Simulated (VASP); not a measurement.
Input of a VASP 6.6.1 run:

File POSCAR:

```
BaTiO3
1.0
    3.8742736244      0.0000000000      0.0000000000
    0.0000000000      3.8742736244      0.0000000000
    0.0000000000      0.0000000000      3.8742736244
Ba Ti O
1 1 3
Direct
    0.0000000000      0.0000000000      0.0000000000
    0.5000000000      0.5000000000      0.5000000000
    0.5000000000      0.5000000000      0.0000000000
    0.5000000000      0.0000000000      0.5000000000
    0.0000000000      0.5000000000      0.5000000000
```

INCAR.step1

```
SYSTEM = BaTiO3
ALGO = Normal
EDIFF = 1E-4
ENCUT = 520
GGA = PE
ISMEAR = 0
LASPH = .TRUE.
LCHARG = .FALSE.
LREAL = .FALSE.
LWAVE = .TRUE.
NBANDS = 28
NELM = 100
PREC = Accurate
SIGMA = 0.01
```

The input INCAR.step2:

```
SYSTEM = BaTiO3
ALGO = Normal
EDIFF = 1E-6
ENCUT = 520
ISIF = 2
ISMEAR = 0
ISTART = 1
LASPH = .TRUE.
LCHARG = .FALSE.
LMIXTAU = .TRUE.
LREAL = .FALSE.
LWAVE = .FALSE.
METAGGA = R2SCAN
NBANDS = 28
NELM = 100
PREC = Accurate
SIGMA = 0.01
```

The input KPOINTS:

```
k-points
0
G
  6 6 6
  0 0 0
```

Potentials or basis: VASP PAW PBE potentials, release 64 (Ba_sv, Ti_sv, O).

Launch:

```console
$ cat potpaw_PBE.64/Ba_sv/POTCAR potpaw_PBE.64/Ti_sv/POTCAR potpaw_PBE.64/O/POTCAR > POTCAR
$ cp INCAR.step1 INCAR
$ mpirun -np 1 vasp_std > vasp.out
$ cp INCAR.step2 INCAR
$ mpirun -np 1 vasp_std > vasp.out
```

Question: What does it give for the band gap on the k mesh?

Answer: 2.36 eV, indirect (least direct gap 2.40 eV).

Question: What does it give for the pressure?

Answer: 23.0 GPa.

Caveat: the cell differs from its parent crystal (strain -3.0%); the PAW data sets were made with another functional, which shifts forces and pressure a little; spin-orbit coupling is left out, which moves the levels of the heavy elements. A k mesh can miss the band edges.
